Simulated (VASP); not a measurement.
# SnO2 (Cm) in VASP: notebook, part 2 of 2

VASP 6.6.1.

## Step 3: Single point, PBEsol (atom 3 (O) moved by -0.580 Å along [0 1 0] and +0.290 Å along [0 0 1])

INCAR

```
SYSTEM = SnO2
  PREC = Accurate
  ENCUT = 520
  EDIFF = 1E-7
  ISMEAR = 0
  SIGMA = 0.05
  LREAL = .False.
  LASPH = .True.
  NELM = 100
  ALGO = Normal
  ISIF = 2
  LWAVE = .False.
  LCHARG = .False.
  GGA = PS
  NBANDS = 35
```

KPOINTS

```
Automatic mesh
0
Gamma
  10 10 10
  0 0 0
```

POSCAR

```
SnO2
1.0
   -2.0054999738      2.0054999738      5.1227446880
    2.0054999738     -2.0054999738      5.1227446880
    2.0054999738      2.0054999738     -5.1227446880
Sn O
2 4
Direct
    0.7500000000      0.2500000000      0.5000000000
    0.0000000000      0.0000000000      0.0000000000
    0.6807840149      0.8253863603     -0.1446023454
    0.9529187786      0.4529187786      0.5000000000
    0.2029187786      0.2029187786      0.0000000000
    0.5470812214      0.0470812214      0.5000000000
```

Potentials or basis: VASP PAW PBE potentials, release 64 (Sn_d, O).

Run with:

```bash
> cat potpaw_PBE.64/Sn_d/POTCAR potpaw_PBE.64/O/POTCAR > POTCAR
> mpirun -np 1 vasp_std > vasp.out
```

OUTCAR:

```text
SYSTEM = SnO2
   PREC = Accurate
   ENCUT = 520
   EDIFF = 1E-7
   ISMEAR = 0
   LREAL = .False.
   LASPH = .True.
   NELM = 100
   ISIF = 2
   GGA = PS

 ion  position               nearest neighbor table
   1  0.750  0.250  0.500-   5 2.06   5 2.06   6 2.08   4 2.08   3 2.23   3 2.23   2 3.25   2 3.25
                             2 3.25   2 3.25
   2  0.000  0.000  0.000-   3 1.88   6 2.06   4 2.06   6 2.06   4 2.06   5 2.08   1 3.25   1 3.25
                             1 3.25   1 3.25
   3  0.681  0.825  0.855-   2 1.88   1 2.23   1 2.23
   4  0.953  0.453  0.500-   2 2.06   2 2.06   1 2.08
   5  0.203  0.203  0.000-   1 2.06   1 2.06   2 2.08
   6  0.547  0.047  0.500-   2 2.06   2 2.06   1 2.08

  LATTYP: Found a body centered tetragonal cell.
 ALAT       =     4.0109999476
 C/A-ratio  =     2.5543479207

  Lattice vectors:

 A1 = (  -2.0054999738,   2.0054999738,   5.1227446880)
 A2 = (   2.0054999738,  -2.0054999738,   5.1227446880)
 A3 = (   2.0054999738,   2.0054999738,  -5.1227446880)

Analysis of symmetry for initial positions (statically):
=====================================================================
 Subroutine PRICEL returns:
 Original cell was already a primitive cell.

 Routine SETGRP: Setting up the symmetry group for a
 body centered tetragonal supercell.

 Subroutine GETGRP returns: Found  2 space group operations
 (whereof  2 operations were pure point group operations)
 out of a pool of 16 trial point group operations.

The static configuration has the point symmetry C_1h.

Analysis of symmetry for dynamics (positions and initial velocities):
=====================================================================
 Subroutine PRICEL returns:
 Original cell was already a primitive cell.

 Routine SETGRP: Setting up the symmetry group for a
 body centered tetragonal supercell.

 Subroutine GETGRP returns: Found  2 space group operations
[... 133 lines left out ...]
  Fermi-wavevector in a.u.,A,eV,Ry     =   1.404128  2.653417 26.824901  1.971575
  Thomas-Fermi vector in A             =   2.526720
   LORBIT       =      0    0 simple, 1 ext, 2 COOP (PROOUT), +10 PAW based schemes
   GGA     = PS    functional components
   LHFCALC =     F    Hartree Fock is set to
   AEXX    =    0.0000 exact exchange contribution
   IVDW    =     0    specifies the selected vdW correction
   LEPSILON=     F    determine dielectric tensor
   LRPA    =     F    only Hartree local field effects (RPA)
 non-spin polarized calculation
 Gauss-broadening in eV      SIGMA  =   0.05
  energy-cutoff  :      520.00
  volume of cell :       82.42
 maximum number of plane-waves:      2260
 NGX is ok and might be reduce to    48
   NGX = 21   NGY = 21   NGZ = 21

 number of electron      52.0000004 magnetization

 Free energy of the ion-electron system (eV)
  ---------------------------------------------------
  ext. energy  EPLUGINS =         0.00000000
  ---------------------------------------------------
  free energy    TOTEN  =       -38.15778065 eV

  energy without entropy =      -38.15778065  energy(sigma->0) =      -38.15778065

 E-fermi :   4.3491     XC(G=0): -10.5345

 val. band max:        4.1227337671   @ k =   0.3000   0.3000   0.2000
 cond. band min:       5.4038297846   @ k =   0.0000   0.0000   0.0000
 fundamental gap:      1.2810960175
 Fermi energy:         4.3491331195

 k-point     1 :       0.0000    0.0000    0.0000
  band No.  band energies     occupation
      1     -16.4837      2.00000
      2     -16.2844      2.00000
      3     -16.0502      2.00000
      4     -15.9237      2.00000
      5     -15.7661      2.00000
      6     -15.7339      2.00000
[... 901 lines left out ...]
     34      15.8148      0.00000
     35      16.5471      0.00000

 [... further k-points ...]

------------------------ aborting loop because EDIFF is reached ----------------------------------------

  FORCE on cell =-STRESS in cart. coord.  units (eV):
  Direction    XX          YY          ZZ          XY          YZ          ZX
  --------------------------------------------------------------------------------------
  -------------------------------------------------------------------------------------
  Total        0.0661166      0.7488238      6.0388302      0.0000000      3.0731069      0.0000000
  in kB        1.2853252     14.5573465    117.3965617      0.0000000     59.7420636      0.0000000
  external PRESSURE =      44.4130778 kB  Pullay stress =       0.0000000 kB

 VOLUME and BASIS-vectors are now :
 -----------------------------------------------------------------------------
  energy-cutoff  :      520.00
  volume of cell :       82.42
      direct lattice vectors                 reciprocal lattice vectors
    -2.005499974  2.005499974  5.122744688     0.000000000  0.249314389  0.097603927
     2.005499974 -2.005499974  5.122744688     0.249314389  0.000000000  0.097603927
     2.005499974  2.005499974 -5.122744688     0.249314389  0.249314389  0.000000000

 POSITION                                       TOTAL-FORCE (eV/Angst)
 -----------------------------------------------------------------------------------
      0.00000      2.00550      2.56137        -0.000000     -0.931638      1.157763
      0.00000      0.00000      0.00000         0.000000      0.720430      2.608967
      2.00550      1.42550      3.33374        -0.000000      0.856256     -5.120781
      0.00000      2.00550      4.64037        -0.000000      0.713509      0.396707
      0.00000      0.00000      2.07900         0.000000     -0.939781     -0.009463
      0.00000      2.00550      0.48237        -0.000000     -0.418777      0.966807
 -----------------------------------------------------------------------------------
    total drift:                                0.000000     -0.000048     -0.000089

  FREE ENERGIE OF THE ION-ELECTRON SYSTEM (eV)
  ---------------------------------------------------
  free  energy   TOTEN  =       -38.1577806491 eV

  energy  without entropy=      -38.1577806491  energy(sigma->0) =      -38.15778065
```

stdout:

```text
POSCAR found type information on POSCAR SnO
 POSCAR found :  2 types and       6 ions
 scaLAPACK will be used
 -----------------------------------------------------------------------------
|                                                                             |
|                                                                             |
|     You enforced a specific xc type in the INCAR file but a different       |
|     I HOPE YOU KNOW WHAT YOU ARE DOING!                                     |
|                                                                             |
 -----------------------------------------------------------------------------

 LDA part: xc-table for (Slater+PW92), standard interpolation
 POSCAR, INCAR and KPOINTS ok, starting setup
 FFT: planning ... GRIDC
 FFT: planning ... GRID_SOFT
 FFT: planning ... GRID
 WAVECAR not read
 entering main loop
```

It took 18 min on 1 thread of Intel Xeon Platinum 8559C (Emerald Rapids), shared host; peak memory 0.77 GiB.

What came out:

* Free energy: -38.1578 eV
* Pressure: 4.4 GPa
* Largest force: 5.192 eV/Å
* Band gap on the k mesh: 1.28 eV (least direct gap 1.69 eV)

Forces on the atoms (eV/Å):
```
Sn   0.000 -0.932  1.158
Sn   0.000  0.720  2.609
O    0.000  0.856 -5.121
O    0.000  0.714  0.397
O    0.000 -0.940 -0.009
O    0.000 -0.419  0.967
```

Stress tensor (GPa, compression positive):
```
 0.13  0.00  0.00
 0.00  1.46  5.97
 0.00  5.97 11.74
```

Levels at points of the mesh, in eV from the valence-band top:
| k point | band 22 | band 23 | band 24 | band 25 | band 26 | band 27 | band 28 | band 29 | band 30 | band 31 |
| --- | --- | --- | --- | --- | --- | --- | --- | --- | --- | --- |
| (0.00, 0.00, 0.00) | -1.33 | -0.81 | -0.67 | -0.52 | -0.41 | 1.28 | 5.33 | 8.56 | 8.74 | 8.86 |
| (0.50, 0.00, 0.00) | -1.21 | -0.97 | -0.95 | -0.77 | -0.41 | 4.41 | 6.15 | 7.58 | 7.77 | 8.00 |
| (0.00, 0.50, 0.00) | -1.41 | -1.22 | -0.91 | -0.32 | -0.11 | 3.62 | 5.72 | 6.44 | 8.23 | 8.66 |
| (0.00, 0.50, 0.50) | -1.33 | -1.10 | -0.73 | -0.71 | -0.55 | 4.53 | 6.27 | 7.24 | 7.62 | 8.20 |
| (0.50, 0.50, 0.00) | -1.22 | -0.83 | -0.65 | -0.23 | -0.03 | 5.22 | 6.10 | 7.09 | 7.99 | 8.23 |
| (0.50, 0.50, 0.50) | -2.02 | -1.24 | -1.23 | -0.55 | -0.43 | 3.68 | 4.62 | 6.97 | 7.19 | 8.83 |

Caveat: the cell differs from its parent crystal (atom 3 (O) moved by -0.580 Å along [0 1 0] and +0.290 Å along [0 0 1]); the stress differs along the axes, from 0 to 12 GPa; the PAW data sets were made with another functional, which shifts forces and pressure a little; spin-orbit coupling is left out, which moves the levels of the heavy elements.

## Step 4: Single point, PBEsol (atom 3 (O) moved by -0.290 Å along [0 1 0] and -0.580 Å along [0 0 1])

INCAR

```
SYSTEM = SnO2
PREC     = Accurate       ! precision mode
ENCUT    = 520            ! plane-wave cutoff, eV
EDIFF    = 1E-6           ! SCF threshold, eV
ISMEAR   = 0              ! smearing method
SIGMA    = 0.05           ! smearing width, eV
LREAL    = .FALSE.        ! projectors in reciprocal space
LASPH    = .TRUE.         ! aspherical terms in the spheres
NELM     = 60             ! most SCF steps
ALGO     = Normal         ! electronic algorithm
ISIF     = 2              ! what is computed and relaxed
LWAVE    = .FALSE.        ! write WAVECAR
LCHARG   = .FALSE.        ! write CHGCAR
GGA      = PS             ! functional
NBANDS   = 35             ! bands
```

KPOINTS

```
Automatic mesh
0
G
  10 10 10
  0 0 0
```

Edit POSCAR of step 3 so:

```diff
@@ -10,3 +10,3 @@
     0.0000000000      0.0000000000      0.0000000000
-    0.6807840149      0.8253863603     -0.1446023454
+    0.6681697709      0.7404709436     -0.0723011727
     0.9529187786      0.4529187786      0.5000000000
```

Run with:

```bash
> cat potpaw_PBE.64/Sn_d/POTCAR potpaw_PBE.64/O/POTCAR > POTCAR
> mpirun -np 1 vasp_std > vasp.out
```

Wall time 19 min (1 thread of Intel Xeon Platinum 8559C (Emerald Rapids), shared host); peak memory 0.77 GiB.

It converged, with:

| Quantity | Value |
| --- | --- |
| Free energy | -37.9930 eV |
| Pressure | -1.0 GPa |
| Largest force | 2.724 eV/Å |
| Band gap on the k mesh | 0.23 eV (least direct gap 0.93 eV) |

Forces on the atoms (eV/Å):
```
Sn   0.000  0.085 -0.765
Sn   0.000 -0.207  0.722
O    0.000  0.791  2.607
O    0.000  0.069 -0.943
O    0.000 -0.726 -0.208
O    0.000 -0.010 -1.413
```

Stress tensor (GPa, compression positive):
```
 0.58  0.00  0.00
 0.00 -0.49 -0.71
 0.00 -0.71 -3.23
```

Levels at points of the mesh, in eV from the valence-band top:
| k point | band 23 | band 24 | band 25 | band 26 | band 27 | band 28 | band 29 | band 30 |
| --- | --- | --- | --- | --- | --- | --- | --- | --- |
| (0.00, 0.00, 0.00) | -1.57 | -1.45 | -0.95 | -0.70 | 0.23 | 3.68 | 7.55 | 8.26 |
| (0.50, 0.00, 0.00) | -1.59 | -1.45 | -1.33 | -1.21 | 2.24 | 4.74 | 6.40 | 7.91 |
| (0.00, 0.50, 0.00) | -1.65 | -1.47 | -1.14 | -0.79 | 3.63 | 5.17 | 6.03 | 7.44 |
| (0.00, 0.50, 0.50) | -1.54 | -1.52 | -1.33 | -1.09 | 2.31 | 4.71 | 6.43 | 8.22 |
| (0.50, 0.50, 0.00) | -1.49 | -1.14 | -0.79 | -0.01 | 4.62 | 5.09 | 6.09 | 6.86 |
| (0.50, 0.50, 0.50) | -2.05 | -1.56 | -0.93 | -0.71 | 1.31 | 3.34 | 5.91 | 7.89 |

Caveat: the cell differs from its parent crystal (atom 3 (O) moved by -0.290 Å along [0 1 0] and -0.580 Å along [0 0 1]); semilocal functionals underestimate gaps, and a narrow one can read as zero; the PAW data sets were made with another functional, which shifts forces and pressure a little; spin-orbit coupling is left out, which moves the levels of the heavy elements. A k mesh can miss the band edges.

## Step 5: The runs side by side

```csv
cell,gap on the mesh (eV),pressure (GPa),largest force (eV/Å)
"as given, atomic positions A",1.44,7.4,7.38
"as given, atomic positions B",1.28,4.4,5.19
"as given, atomic positions C",0.23,-1.0,2.72
```

Alike in all rows: task single point; level PBEsol; potentials or basis VASP PAW PBE potentials, release 64 (Sn_d, O); no spin polarisation; k mesh 10 × 10 × 10; cutoff (eV) 520; smearing gaussian 0.05 eV.

Caveats: the PAW data sets were made with another functional, which shifts forces and pressure a little; spin-orbit coupling is left out, which moves the levels of the heavy elements; the stress differs along the axes, from 2 to 19 GPa (at least some runs); the stress differs along the axes, from 0 to 12 GPa (at least some runs); semilocal functionals underestimate gaps, and a narrow one can read as zero (at least some runs).

Total energies depend on the potentials used, so only differences within one code and one set of settings carry meaning.
